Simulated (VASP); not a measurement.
A run of VASP 6.6.1 is set up as follows.

File INCAR:

```
PREC     = Accurate       # precision mode
ENCUT    = 520            # plane-wave cutoff, eV
EDIFF    = 1E-6           # SCF threshold, eV
ISMEAR   = 0              # smearing method
SIGMA    = 0.15           # smearing width, eV
LREAL    = Auto         
LASPH    = True           # aspherical terms in the spheres
NELM     = 80             # most SCF steps
ALGO     = Normal         # electronic algorithm
ISIF     = 2              # what is computed and relaxed
LWAVE    = False          # write WAVECAR
LCHARG   = False          # write CHGCAR
GGA      = PE             # functional
IVDW     = 12             # dispersion correction
NBANDS   = 32             # bands
```

KPOINTS

```
Automatic mesh
0
Gamma
  5 5 3
```

The input POSCAR:

```
Be16C
1.0
   -2.2900000000     -3.9663960000      0.0000000000
    3.4350000000     -1.9831980000      0.0000000000
    0.0000000000      0.0000000000      7.1768600000
Be C
16 1
Direct
    0.6981837257      0.4661702276      0.0000756598
    0.4997234174      0.3020223074      0.2562886834
    0.7474107965      0.4980106911      0.5000737091
    0.4997283337      0.3020255849      0.7438599889
    0.4997252483      0.0059987827      0.0000742665
    0.2507056329      0.8323688208      0.2425484125
    0.4997228569     -0.0110723894      0.5000770532
    0.2507088766      0.8323704010      0.7575999811
    0.3012633403      0.4661543084      0.0000718977
   -0.0002770446      0.3545419412      0.2548145010
    0.2520381466      0.4980117484      0.5000730124
   -0.0002731965      0.3545413042      0.7453258110
   -0.0002845879      0.0855374946      0.0000713404
    0.7487357663      0.8323679490      0.2425544040
   -0.0002753918      0.0013328538      0.5000731518
    0.7487368794      0.8323672354      0.7575971943
   -0.0002706638      0.6749202853      0.0000728731
```

Potentials or basis: VASP PAW PBE potentials, release 64 (Be, C).

Launch:

```console
$ cat potpaw_PBE.64/Be/POTCAR potpaw_PBE.64/C/POTCAR > POTCAR
$ mpirun -np 1 vasp_std > vasp.out
```

Predict the largest force.

0.027 eV/Å.

What does it give for the dispersion energy per atom?

-0.349 eV.

Stress tensor (GPa, compression positive):
```
 4.52  2.33  0.00
 2.33  7.22  0.00
 0.00  0.00 -9.94
```
